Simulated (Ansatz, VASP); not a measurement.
## KI in VASP and in Ansatz

```
K I
1.0
     0.00000    3.53277    3.53277
     3.53277    0.00000    3.53277
     3.53277    3.53277    0.00000
K I
1 1
Direct
  0.00000 0.00000 0.00000
  0.50000 0.50000 0.50000
```

Alike in both runs: task single point; functional LDA; k mesh 4 × 4 × 4; occupations gaussian, width 0.1 eV; no spin polarisation.

|  | VASP | Ansatz |
| --- | --- | --- |
| version | VASP 6.6.1 | Ansatz 0.2.0 |
| potentials or method | VASP PAW LDA potentials, release 64 (K_sv, I), cutoff 500 eV | scalar-relativistic, plane waves, PAW |
| valence electrons in the cell | 16 | 26 |

```tsv
	VASP	Ansatz	Ansatz less VASP
gap on the k mesh at the Fermi level (eV)	3.61	3.61	-0.008
least direct gap on the mesh (eV)	3.61	3.61	-0.008
pressure (GPa)	-1.3	-1.3	-0.02
```

LDA's correlation is that of Perdew and Zunger in VASP and of Perdew and Wang (1992) in Ansatz. VASP's potentials hold 16 valence electrons a cell and Ansatz's 26, so a difference there can come from the potentials and not from the codes.

Neither program's run includes spin-orbit coupling.
